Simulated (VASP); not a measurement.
Here is a VASP 6.6.1 calculation.

The input INCAR:

```
PREC     = Accurate       # precision mode
ENCUT    = 520            # plane-wave cutoff, eV
EDIFF    = 1E-7           # SCF threshold, eV
ISMEAR   = 0              # smearing method
SIGMA    = 0.01           # smearing width, eV
LREAL    = Auto         
LASPH    = T              # aspherical terms in the spheres
NELM     = 60             # most SCF steps
ALGO     = Normal         # electronic algorithm
ISIF     = 2              # what is computed and relaxed
LWAVE    = F              # write WAVECAR
LCHARG   = F              # write CHGCAR
NBANDS   = 94             # bands
```

Contents of KPOINTS:

```
regular mesh
0
Gamma
  4 4 1
```

The input POSCAR:

```
ReS2
1.0
    6.3355089393      0.0000000000      0.0000000000
    3.1112149501      5.6366336777      0.0000000000
    0.0000000000      0.0000000000     23.0000000000
Re S
8 16
Direct
    0.1217509518      0.2112687337      0.3653067994
    0.2450136531      0.5872257259      0.3694618331
    0.6948876457      0.1860222256      0.3668415341
    0.6718826780      0.6124710129      0.3679249952
    0.9550842851      1.0446020670      0.6305241907
    1.0783469864      1.4205590592      0.6346792244
    1.5282209790      1.0193555589      0.6320589254
    1.5052160113      1.4458043462      0.6331423865
    0.8663834063      0.8035865928      0.3158850369
    0.3307780708      0.8320972237      0.3087007631
    0.0360291291      0.9663328396      0.4260844165
    0.0008929480      0.5029257807      0.4351155771
    0.5003993430      0.9948860370      0.4188878189
    0.8301116125      0.3387288555      0.2918739789
    0.5366324604      0.4597124372      0.4429240769
    0.3658437923      0.2955096511      0.2996888219
    1.6997167396      1.6369199261      0.5811024282
    1.1641114041      1.6654305570      0.5739181545
    0.8693624624      1.7996661729      0.6913018078
    0.8342262813      1.3362591140      0.7003329684
    1.3337326763      1.8282193703      0.6841052102
    1.6634449458      1.1720621888      0.5570913702
    1.3699657937      1.2930457705      0.7081414682
    1.1991771256      1.1288429844      0.5649062132
```

Potentials or basis: VASP PAW LDA potentials, release 64 (Re, S).

Run with:

```console
$ cat potpaw_LDA.64/Re/POTCAR potpaw_LDA.64/S/POTCAR > POTCAR
$ mpirun -np 1 vasp_std > vasp.out
```

Task: Predict the band gap on the k mesh.

Result: 1.34 eV.

Task: Estimate the largest force.

Result: 0.240 eV/Å.

Forces on the atoms (eV/Å):
```
Re   0.138 -0.022 -0.111
Re  -0.138  0.004  0.101
Re  -0.106 -0.133 -0.006
Re   0.086  0.122  0.009
Re   0.141 -0.012 -0.082
Re  -0.140  0.018  0.127
Re  -0.090 -0.130  0.008
Re   0.105  0.129  0.027
S    0.027  0.011  0.199
S   -0.040  0.167  0.135
S    0.030 -0.163 -0.107
S   -0.032  0.115 -0.020
S   -0.019 -0.003 -0.175
S   -0.045  0.051  0.062
S    0.069  0.146 -0.177
S    0.030 -0.103  0.070
S    0.018  0.004  0.172
S   -0.033  0.169  0.101
S    0.037 -0.161 -0.141
S   -0.026  0.103 -0.084
S   -0.029 -0.011 -0.199
S   -0.066 -0.143  0.162
S    0.049 -0.047 -0.077
S    0.034 -0.113  0.006
```

Caveat: spin-orbit coupling is left out, which moves the levels of the heavy elements.
